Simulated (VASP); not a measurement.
# CdSe (Fm-3m) in VASP: notebook

The runs below take CdSe through single point, with PBE.

Program: VASP 6.6.1. These are calculated values, not measurements. Logs are shortened: lines on timing, memory, paths and dates and some standing lists are left out, and cuts for length are marked.

### Step 1. The cell of the first run

The structure is cubic, space group Fm-3m (No. 225). Conventional cell: a = 5.686 Å, b = 5.686 Å, c = 5.686 Å, α = 90.00°, β = 90.00°, γ = 90.00°. Within 3.7 Å of Cd (site symmetry m-3m) lie 6 Se at 2.84 Å. Within 3.7 Å of Se (site symmetry m-3m) lie 6 Cd at 2.84 Å.

### Step 2. Single point, PBE

The input, INCAR:

```
PREC = Accurate ; ENCUT = 500
EDIFF = 1E-6 ; ISMEAR = -1
SIGMA = 0.2 ; LREAL = F
LASPH = T ; NELM = 120
ALGO = Normal ; ISIF = 2
LWAVE = F ; LCHARG = F
GGA = PE ; NBANDS = 16
GGA_COMPAT = F
```

The input, KPOINTS:

```
Automatic mesh
0
Gamma
  6 6 6
```

The input, POSCAR:

```
CdSe
1.0
    0.0000000000      2.8429458735      2.8429458735
    2.8429458735      0.0000000000      2.8429458735
    2.8429458735      2.8429458735      0.0000000000
Cd Se
1 1
Direct
    0.0000000000      0.0000000000      0.0000000000
    0.5000000000      0.5000000000      0.5000000000
```

Potentials or basis: VASP PAW PBE potentials, release 64 (Cd, Se).

Started as:

```bash
> cat potpaw_PBE.64/Cd/POTCAR potpaw_PBE.64/Se/POTCAR > POTCAR
> mpirun -np 1 vasp_std > vasp.out
```

OUTCAR:

```text
PREC = Accurate
   ENCUT = 500
   EDIFF = 1E-6
   ISMEAR = -1
   LREAL = F
   LASPH = T
   NELM = 120
   ISIF = 2
   GGA = PE

 ion  position               nearest neighbor table
   1  0.000  0.000  0.000-   2 2.84   2 2.84   2 2.84   2 2.84   2 2.84   2 2.84
   2  0.500  0.500  0.500-   1 2.84   1 2.84   1 2.84   1 2.84   1 2.84   1 2.84

  LATTYP: Found a face centered cubic cell.
 ALAT       =     5.6858917470

  Lattice vectors:

 A1 = (   0.0000000000,   2.8429458735,   2.8429458735)
 A2 = (   2.8429458735,   0.0000000000,   2.8429458735)
 A3 = (   2.8429458735,   2.8429458735,   0.0000000000)

Analysis of symmetry for initial positions (statically):
=====================================================================
 Subroutine PRICEL returns:
 Original cell was already a primitive cell.

 Routine SETGRP: Setting up the symmetry group for a
 face centered cubic supercell.

 Subroutine GETGRP returns: Found 48 space group operations
 (whereof 48 operations were pure point group operations)
 out of a pool of 48 trial point group operations.

The static configuration has the point symmetry O_h .

Analysis of symmetry for dynamics (positions and initial velocities):
=====================================================================
 Subroutine PRICEL returns:
 Original cell was already a primitive cell.

 Routine SETGRP: Setting up the symmetry group for a
 face centered cubic supercell.

 Subroutine GETGRP returns: Found 48 space group operations
 (whereof 48 operations were pure point group operations)
 out of a pool of 48 trial point group operations.

The dynamic configuration has the point symmetry O_h .

 Subroutine INISYM returns: Found 48 space group operations
 (whereof 48 operations are pure point group operations),
 and found     1 'primitive' translations

----------------------------------------------------------------------------------------

                                     Primitive cell

  volume of cell :      45.9553

  direct lattice vectors                    reciprocal lattice vectors
     0.000000000  2.842945874  2.842945874    -0.175873908  0.175873908  0.175873908
     2.842945874  0.000000000  2.842945874     0.175873908 -0.175873908  0.175873908
     2.842945874  2.842945874  0.000000000     0.175873908  0.175873908 -0.175873908

  length of vectors
     4.020532611  4.020532611  4.020532611     0.304622544  0.304622544  0.304622544

  position of ions in fractional coordinates (direct lattice)
     0.000000000  0.000000000  0.000000000
     0.500000000  0.500000000  0.500000000

  ion indices of the primitive-cell ions
   primitive index   ion index
                 1           1
                 2           2

----------------------------------------------------------------------------------------

 KPOINTS: Automatic mesh

Automatic generation of k-mesh.
 Grid dimensions read from file:
 generate k-points for:    6    6    6

 Generating k-lattice:

  Cartesian coordinates                     Fractional coordinates (reciprocal lattice)
    -0.029312318  0.029312318  0.029312318     0.166666667  0.000000000  0.000000000
     0.029312318 -0.029312318  0.029312318     0.000000000  0.166666667  0.000000000
     0.029312318  0.029312318 -0.029312318     0.000000000  0.000000000  0.166666667

  Length of vectors
     0.050770424  0.050770424  0.050770424

  Shift w.r.t. Gamma in fractional coordinates (k-lattice)
     0.000000000  0.000000000  0.000000000

 Subroutine IBZKPT returns following result:
 ===========================================

 Found     16 irreducible k-points:

 Following reciprocal coordinates:
            Coordinates               Weight
  0.000000  0.000000  0.000000      1.000000
  0.166667  0.000000  0.000000      8.000000
  0.333333  0.000000  0.000000      8.000000
  0.500000  0.000000  0.000000      4.000000
  0.166667  0.166667  0.000000      6.000000
  0.333333  0.166667  0.000000     24.000000
[... 8 lines left out ...]
 -0.333333  0.333333  0.166667     24.000000
 -0.333333  0.500000  0.166667     12.000000
   k-points           NKPTS =     16   k-points in BZ     NKDIM =     16   number of bands    NBANDS=     16
   number of dos      NEDOS =    301   number of ions     NIONS =      2
   total plane-waves  NPLWV =  27000
   dimension x,y,z NGX =    30 NGY =   30 NGZ =   30
   dimension x,y,z NGXF=    60 NGYF=   60 NGZF=   60
   ions per type =               1   1
   NGX,Y,Z   is equivalent  to a cutoff of  12.40, 12.40, 12.40 a.u.
   NGXF,Y,Z  is equivalent  to a cutoff of  24.81, 24.81, 24.81 a.u.
 SYSTEM =  unknown system
   PREC   = accura    normal or accurate (medium, high low for compatibility)
   ISTART =      0    job   : 0-new  1-cont  2-samecut
   ICHARG =      2    charge: 1-file 2-atom 10-const
   ISPIN  =      1    spin polarized calculation?
   LNONCOLLINEAR =      F non collinear calculations
   LSORBIT =      F    spin-orbit coupling
   LASPH  =      T    aspherical Exc in radial PAW
   ENCUT  =  500.0 eV  36.75 Ry    6.06 a.u.   7.33  7.33  7.33*2*pi/ulx,y,z
   NELM   =    120;   NELMIN=  2; NELMDL= -5     # of ELM steps
   EDIFF  = 0.1E-05   stopping-criterion for ELM
   LREAL  =      F    real-space projection
   EDIFFG = 0.1E-04   stopping-criterion for IOM
   NSW    =      0    number of steps for IOM
   IBRION =     -1    ionic relax: 0-MD 1-quasi-New 2-CG
   NFREE  =      0    steps in history (QN), initial steepest desc. (CG)
   ISIF   =      2    stress and relaxation
   ISYM   =      2    0-nonsym 1-usesym 2-fastsym
   POTIM  = 0.5000    time-step for ionic-motion
   TEBEG  =    0.0;   TEEND  =   0.0 temperature during run
   PSTRESS=    0.0 pullay stress
   NELECT =      18.0000    total number of electrons
   NUPDOWN=      -1.0000    fix difference up-down
   EMIN   =  10.00;   EMAX   =-10.00  energy-range for DOS
   EFERMI =   0.00;   METHOD = LEGACY
   ISMEAR =    -1;   SIGMA  =   0.20  broadening in eV -4-tet -1-fermi 0-gaus
   EFERMI_NEDOS =   21; number of points for ismear=-14 and -15
   IALGO  =     38    algorithm
   IMIX   =      4    mixing-type and parameters
     AMIX     =   0.40;   BMIX     =  1.00
     AMIX_MAG =   1.60;   BMIX_MAG =  1.00
  volume/ion in A,a.u.               =      22.98       155.06
  Fermi-wavevector in a.u.,A,eV,Ry     =   1.197808  2.263528 19.520865  1.434743
  Thomas-Fermi vector in A             =   2.333713
   LORBIT       =      0    0 simple, 1 ext, 2 COOP (PROOUT), +10 PAW based schemes
   GGA     = PE    functional components
   LHFCALC =     F    Hartree Fock is set to
   AEXX    =    0.0000 exact exchange contribution
   IVDW    =     0    specifies the selected vdW correction
   LEPSILON=     F    determine dielectric tensor
   LRPA    =     F    only Hartree local field effects (RPA)
 non-spin polarized calculation
  energy-cutoff  :      500.00
  volume of cell :       45.96
 maximum number of plane-waves:      1211
 NGX is ok and might be reduce to    30
   NGX = 15   NGY = 15   NGZ = 15

 number of electron      17.9999999 magnetization

 Free energy of the ion-electron system (eV)
  ---------------------------------------------------
  ext. energy  EPLUGINS =         0.00000000
  ---------------------------------------------------
  free energy    TOTEN  =        -5.21454481 eV

  energy without entropy =       -5.16857571  energy(sigma->0) =       -5.19156026

 E-fermi :   2.9182     XC(G=0): -10.1562

 val. band max:        2.7623989901   @ k =   0.0000   0.0000   0.0000
 cond. band min:       3.5286731110   @ k =   0.5000   0.3333   0.0000
 fundamental gap:      0.7662741209
 Fermi energy:         2.9181946678

 k-point     1 :       0.0000    0.0000    0.0000
  band No.  band energies     occupation
      1     -10.5417      2.00000
      2      -5.4136      2.00000
      3      -5.4136      2.00000
      4      -5.3960      2.00000
      5      -5.3960      2.00000
      6      -5.3960      2.00000
[... 8 lines left out ...]
     15      12.4940      0.00000
     16      12.4940      0.00000

 k-point     2 :       0.1667    0.0000    0.0000
  band No.  band energies     occupation
      1     -10.3363      2.00000
      2      -5.4747      2.00000
      3      -5.4747      2.00000
      4      -5.4157      2.00000
      5      -5.3605      2.00000
      6      -5.3605      2.00000
[... 8 lines left out ...]
     15      12.1832      0.00000
     16      12.1832      0.00000

 k-point     3 :       0.3333    0.0000    0.0000
  band No.  band energies     occupation
      1      -9.8556      2.00000
      2      -5.5964      2.00000
      3      -5.5964      2.00000
      4      -5.4928      2.00000
      5      -5.2844      2.00000
      6      -5.2844      2.00000
[... 8 lines left out ...]
     15      13.7416      0.00000
     16      13.7416      0.00000

 k-point     4 :       0.5000    0.0000    0.0000
  band No.  band energies     occupation
      1      -9.5632      2.00000
      2      -5.6552      2.00000
      3      -5.6552      2.00000
      4      -5.5713      2.00000
      5      -5.2455      2.00000
      6      -5.2455      2.00000
[... 8 lines left out ...]
     15      15.5056      0.00000
     16      15.5056      0.00000

 k-point     5 :       0.1667    0.1667    0.0000
  band No.  band energies     occupation
      1     -10.2852      2.00000
      2      -5.5246      2.00000
      3      -5.4250      2.00000
      4      -5.3928      2.00000
      5      -5.3574      2.00000
      6      -5.3574      2.00000
[... 8 lines left out ...]
     15      14.4518      0.00000
     16      14.4518      0.00000

 k-point     6 :       0.3333    0.1667    0.0000
  band No.  band energies     occupation
      1      -9.9410      2.00000
      2      -5.5498      2.00000
      3      -5.4657      2.00000
      4      -5.4516      2.00000
      5      -5.3037      2.00000
      6      -5.2750      2.00000
[... 8 lines left out ...]
     15      14.6247      0.00000
     16      14.9096      0.00000

 k-point     7 :       0.5000    0.1667    0.0000
  band No.  band energies     occupation
      1      -9.6059      2.00000
      2      -5.5784      2.00000
      3      -5.5058      2.00000
      4      -5.4952      2.00000
      5      -5.2362      2.00000
      6      -5.2358      2.00000
[... 8 lines left out ...]
     15      15.7081      0.00000
     16      15.7431      0.00000

 k-point     8 :      -0.3333    0.1667    0.0000
  band No.  band energies     occupation
      1      -9.6703      2.00000
      2      -5.6225      2.00000
      3      -5.5597      2.00000
      4      -5.4405      2.00000
      5      -5.2747      2.00000
      6      -5.2195      2.00000
[... 8 lines left out ...]
     15      13.9792      0.00000
     16      15.7343      0.00000

 k-point     9 :      -0.1667    0.1667    0.0000
  band No.  band energies     occupation
      1     -10.0546      2.00000
      2      -5.5696      2.00000
      3      -5.5151      2.00000
      4      -5.4238      2.00000
      5      -5.3390      2.00000
      6      -5.2836      2.00000
[... 8 lines left out ...]
     15      13.8637      0.00000
     16      14.4447      0.00000

 k-point    10 :       0.3333    0.3333    0.0000
  band No.  band energies     occupation
      1      -9.8519      2.00000
      2      -5.4831      2.00000
      3      -5.3511      2.00000
      4      -5.2985      2.00000
      5      -5.2558      2.00000
      6      -5.2558      2.00000
[... 8 lines left out ...]
     15      15.8409      0.00000
     16      17.5087      0.00000

 k-point    11 :       0.5000    0.3333    0.0000
  band No.  band energies     occupation
      1      -9.6802      2.00000
      2      -5.4850      2.00000
      3      -5.4137      2.00000
      4      -5.2672      2.00000
      5      -5.2115      2.00000
      6      -4.9579      2.00000
[... 8 lines left out ...]
     15      16.4982      0.00000
     16      17.4940      0.00000

 k-point    12 :      -0.3333    0.3333    0.0000
  band No.  band energies     occupation
      1      -9.5845      2.00000
      2      -5.5390      2.00000
      3      -5.4784      2.00000
      4      -5.3411      2.00000
      5      -5.2363      2.00000
      6      -5.0249      2.00000
[... 8 lines left out ...]
     15      14.2724      0.00000
     16      17.0307      0.00000

 k-point    13 :       0.5000    0.5000    0.0000
  band No.  band energies     occupation
      1      -9.7127      2.00000
      2      -5.5122      2.00000
      3      -5.3301      2.00000
      4      -5.1906      2.00000
      5      -5.1906      2.00000
      6      -4.6639      2.00000
[... 8 lines left out ...]
     15      17.0582      0.00000
     16      17.5458      0.00000

 k-point    14 :       0.5000    0.3333    0.1667
  band No.  band energies     occupation
      1      -9.7058      2.00000
      2      -5.5161      2.00000
      3      -5.4435      2.00000
      4      -5.4283      2.00000
      5      -5.2538      2.00000
      6      -5.1621      2.00000
[... 8 lines left out ...]
     15      15.9657      0.00000
     16      16.5680      0.00000

 k-point    15 :      -0.3333    0.3333    0.1667
  band No.  band energies     occupation
      1      -9.5844      2.00000
      2      -5.5595      2.00000
      3      -5.4158      2.00000
      4      -5.3957      2.00000
      5      -5.2189      2.00000
      6      -5.0275      2.00000
[... 8 lines left out ...]
     15      14.3549      0.00000
     16      17.0344      0.00000

 k-point    16 :      -0.3333    0.5000    0.1667
  band No.  band energies     occupation
      1      -9.6230      2.00000
      2      -5.4681      2.00000
      3      -5.4577      2.00000
      4      -5.3021      2.00000
      5      -5.1906      2.00000
      6      -4.7849      2.00000
[... 8 lines left out ...]
     15      15.7208      0.00000
     16      17.5492      0.00000

------------------------ aborting loop because EDIFF is reached ----------------------------------------

  FORCE on cell =-STRESS in cart. coord.  units (eV):
  Direction    XX          YY          ZZ          XY          YZ          ZX
  --------------------------------------------------------------------------------------
  -------------------------------------------------------------------------------------
  Total        0.6544155      0.6544155      0.6544155      0.0000000      0.0000000     -0.0000000
  in kB       22.8154163     22.8154163     22.8154163      0.0000000      0.0000000     -0.0000000
  external PRESSURE =      22.8154163 kB  Pullay stress =       0.0000000 kB

 VOLUME and BASIS-vectors are now :
 -----------------------------------------------------------------------------
  energy-cutoff  :      500.00
  volume of cell :       45.96
      direct lattice vectors                 reciprocal lattice vectors
     0.000000000  2.842945874  2.842945874    -0.175873908  0.175873908  0.175873908
     2.842945874  0.000000000  2.842945874     0.175873908 -0.175873908  0.175873908
     2.842945874  2.842945874  0.000000000     0.175873908  0.175873908 -0.175873908

 POSITION                                       TOTAL-FORCE (eV/Angst)
 -----------------------------------------------------------------------------------
      0.00000      0.00000      0.00000         0.000000      0.000000      0.000000
      2.84295      2.84295      2.84295        -0.000000      0.000000     -0.000000
 -----------------------------------------------------------------------------------
    total drift:                               -0.000000      0.000000      0.000000

  FREE ENERGIE OF THE ION-ELECTRON SYSTEM (eV)
  ---------------------------------------------------
  free  energy   TOTEN  =        -5.2145448146 eV

  energy  without entropy=       -5.1685757097  energy(sigma->0) =       -5.19156026
```

Run time: 6.2 s. Hardware: 1 thread of Intel Xeon 6975P-C (Granite Rapids), shared host; peak memory 0.16 GiB.

What came out:

| Property | Result |
| --- | --- |
| Free energy | -5.2145 eV |
| Pressure | 2.3 GPa |
| Band gap on the k mesh | zero (band 9 reaches 2.50 eV, above the bottom of band 10 at 2.10 eV) |

### Step 3. Single point, PBE, collinear spin, zero start

The input, INCAR:

```
SYSTEM = CdSe
PREC = Accurate
ENCUT = 500
EDIFF = 1E-6
ISMEAR = -1
SIGMA = 0.02
LREAL = .FALSE.
LASPH = .TRUE.
NELM = 200
ALGO = Normal
ISIF = 2
LWAVE = .FALSE.
LCHARG = .FALSE.
ISPIN = 2
MAGMOM = 0 0
LORBIT = 11
GGA = PE
NBANDS = 20
GGA_COMPAT = .FALSE.
```

The input, KPOINTS:

```
regular mesh
0
G
  6 6 6
  0 0 0
```

POSCAR is that of step 2.

Potentials or basis: VASP PAW PBE potentials, release 64 (Cd, Se).

Started as:

```bash
> cat potpaw_PBE.64/Cd/POTCAR potpaw_PBE.64/Se/POTCAR > POTCAR
> mpirun -np 1 vasp_std > vasp.out
```

It took 13 s on 1 thread of Intel Xeon 6975P-C (Granite Rapids), shared host; peak memory 0.19 GiB.

Results (log left out):

* Free energy: -5.1901 eV
* Pressure: 2.1 GPa
* Band gap on the k mesh: zero (filled and empty bands overlap)
* Net moment: 0.00 μB per cell
* Valence electrons inside the program's atomic spheres: Cd 10.22; Se 3.84

Levels at points of the mesh, in eV from the Fermi level:
Spin up:
```
           k point  band 6  band 7  band 8  band 9  band 10  band 11  band 12  band 13
(0.00, 0.00, 0.00)   -7.95   -0.65   -0.65   -0.65     0.22     8.68     8.68     8.68
(0.50, 0.00, 0.00)   -7.80   -5.08   -0.03   -0.03     3.02     5.27     5.27     6.17
(0.50, 0.50, 0.00)   -7.22   -4.27   -2.15   -2.15    -0.44     5.44     9.95    10.54
```
Spin down:
```tsv
k point	band 7	band 8	band 9	band 10	band 11	band 12
(0.00, 0.00, 0.00)	-0.65	-0.65	-0.65	0.22	8.68	8.68
(0.50, 0.00, 0.00)	-5.08	-0.03	-0.03	3.02	5.27	5.27
(0.50, 0.50, 0.00)	-4.27	-2.15	-2.15	-0.44	5.44	9.95
```
